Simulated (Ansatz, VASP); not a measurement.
# LiS2 in VASP and in Ansatz

INCAR

```
PREC = Accurate
ENCUT = 600
EDIFF = 1E-6
ISMEAR = 0
SIGMA = 0.1
LREAL = F
LASPH = T
NELM = 80
ALGO = Normal
ISIF = 3
LWAVE = F
LCHARG = F
GGA = PE
IBRION = 2
NSW = 100
EDIFFG = -0.01
```

File KPOINTS:

```
Automatic mesh
0
Gamma
  14 14 14
```

POSCAR

```
LiS2
1.0
    0.0000000000      2.9034330810      2.9034330810
    2.9034330810      0.0000000000      2.9034330810
    2.9034330810      2.9034330810      0.0000000000
Li S
1 2
Direct
    0.0000000000      0.0000000000      0.0000000000
    0.2500000000      0.2500000000      0.2500000000
    0.7500000000      0.7500000000      0.7500000000
```

Input for Ansatz:

```yaml
crystal:
  lattice:
    - [0.0, 2.903433081, 2.903433081]
    - [2.903433081, 0.0, 2.903433081]
    - [2.903433081, 2.903433081, 0.0]
  atoms:
    - { symbol: Li, position: [0.0, 0.0, 0.0] }
    - { symbol: S, position: [0.25, 0.25, 0.25] }
    - { symbol: S, position: [0.75, 0.75, 0.75] }
basis:
  ecutwfc: 420
kpoints:
  mp_grid: { grid: [14, 14, 14] }
hamiltonian:
  xc: pbe
scf:
  occupations: { method: gaussian, width: 0.1 }
output:
  forces: true
  stress: true
  eigenvalues: true
relax:
  adjacent_minimum: "off"
  f_tol: 0.01
  max_steps: 80
  cell: { stress_tol: 0.05 }
```

Alike in both runs: task relaxation of cell and atoms; functional PBE; k mesh 14 × 14 × 14; occupations gaussian, width 0.1 eV; no spin polarisation.

|  | VASP | Ansatz |
| --- | --- | --- |
| version | VASP 6.6.1 | Ansatz 0.2.0 |
| potentials or method | VASP PAW PBE potentials, release 64 (Li_sv, S), cutoff 600 eV | scalar-relativistic, plane waves, PAW |
| valence electrons in the cell | 15 | 15 |

```tsv
	VASP	Ansatz	Ansatz less VASP
gap on the k mesh at the Fermi level, each at its own relaxed structure (eV)	none	none	-
relaxed volume (Å³/atom)	16.29	16.32	+0.029
relaxed cell length with the largest relative difference (Å)	4.104	4.106	+0.0024
```

A gap of «none» marks a metal or a gap that the smearing closes.

Noted on VASP's run: the cutoff is short for stress, so the pressure is rough.
